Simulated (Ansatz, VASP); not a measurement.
## AlPt in VASP and in Ansatz

```xyz
2
Lattice="3.0915 0.0000 0.0000 0.0000 3.0915 0.0000 0.0000 0.0000 3.0915" Properties=species:S:1:pos:R:3 pbc="T T T"
Al    0.0000    0.0000    0.0000
Pt    1.5458    1.5458    1.5458
```

Alike in both runs: task relaxation of cell and atoms; functional r2SCAN; k mesh 14 × 14 × 14; occupations gaussian, width 0.1 eV; no spin polarisation.

|  | VASP | Ansatz |
| --- | --- | --- |
| version | VASP 6.6.1 | Ansatz 0.2.0 |
| potentials or method | VASP PAW PBE potentials, release 64 (Al, Pt), cutoff 600 eV | scalar-relativistic, plane waves, PAW |
| valence electrons in the cell | 13 | 21 |

VASP gave:

```
gap on the k mesh at the Fermi level, each at its own relaxed structure (eV) : none
relaxed volume (Å³/atom)                                                     : 14.40
relaxed cell length with the largest relative difference (Å)                 : 3.065
```

Task: Estimate Ansatz's values.

Result: gap on the k mesh at the Fermi level, each at its own relaxed structure (eV): none; relaxed volume (Å³/atom): 14.41; relaxed cell length with the largest relative difference (Å): 3.066.

VASP's potentials were made for PBE, not for r2SCAN. A gap of «none» marks a metal or a gap that the smearing closes. VASP's potentials hold 13 valence electrons a cell and Ansatz's 21, so a difference there can come from the potentials and not from the codes.

Neither program's run includes spin-orbit coupling.
